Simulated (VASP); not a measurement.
BaC2, 3 atoms in the cell. It takes space group R-3m (No. 166, trigonal). Conventional cell: a = 5.385 Å, b = 5.385 Å, c = 7.055 Å, α = 90.00°, β = 90.00°, γ = 120.00°. Within 3.9 Å of Ba (site symmetry -3m) lie 14 C at 2.93 to 3.58 Å and 6 Ba at 3.90 Å. Within 1.6 Å of C (site symmetry 3m) lie 1 C at 1.20 Å.  This cell differs from its parent crystal: ratio of the length along z to the lengths across it x 0.92, volume and fractional coordinates fixed.

* Program: VASP 6.6.1
* Task: single point
* Functional: LDA
* Potentials or basis: VASP PAW LDA potentials, release 64 (Ba_sv, C)
* Cutoff: 520 eV
* k mesh: 9 × 9 × 9
* Occupations: gaussian, width 0.05 eV
* Spin: no spin polarisation
* Dipole correction: no
* Further INCAR settings: ALGO = Normal; EDIFF = 1e-06; NBANDS = 16

Potentials or basis: VASP PAW LDA potentials, release 64 (Ba_sv, C).

Launch:

```bash
$ cat potpaw_LDA.64/Ba_sv/POTCAR potpaw_LDA.64/C/POTCAR > POTCAR
$ mpirun -np 1 vasp_std > vasp.out
```

Hardware: 1 thread of AMD EPYC 7R13 (shared host).

Q: Estimate the wall time of this run.

A: Run time: 120 s on 1 thread of AMD EPYC 7R13, with other jobs on the host, peak memory 0.18 GiB. Counts: scf iterations 14, k points 85.
